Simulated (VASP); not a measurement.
Crystal: PbSe.

```
Pb Se
1.0
     3.44496    0.00000    0.00000
     0.00000    3.44496    0.00000
     0.00000    0.00000    3.44496
Pb Se
1 1
Direct
  0.00000 0.00000 0.00000
  0.50000 0.50000 0.50000
```

* Program: VASP 6.6.1
* Task: relaxation of cell and atoms
* Functional: PBE
* Potentials or basis: VASP PAW PBE potentials, release 64 (Pb_d, Se)
* Cutoff: 600 eV
* k mesh: 6 × 6 × 6
* Occupations: fermi-dirac, width 0.02 eV
* Spin: no spin polarisation

At the start: pressure 25.8 GPa; volume 20.44 Å³/atom.

How do energy, volume and symmetry change on relaxing?

Over 5 steps the energy falls by 402.6 meV/atom and the volume is 27.01 Å³/atom (+32.1 %); space group Pm-3m (No. 221, to 0.05 Å).

Step by step:
```
step  energy change (eV)  largest force (eV/Å)  pressure (GPa)  volume (Å³)
   1              0.0000                0.0000           25.84        40.88
   2             -0.6183                0.0000           -5.49        63.66
   3             -0.8051                0.0000            0.22        53.80
   4             -0.8052                0.0000           -0.07        54.10
   5             -0.8053                0.0000            0.00        54.02
```

Final structure:
```
Pb Se
1.0
     3.78020    0.00000    0.00000
     0.00000    3.78020    0.00000
     0.00000    0.00000    3.78020
Pb Se
1 1
Direct
  0.00000 0.00000 0.00000
  0.50000 0.50000 0.50000
```

Caveat: the volume moved by over 15 % at a fixed basis, so the end points are rough.
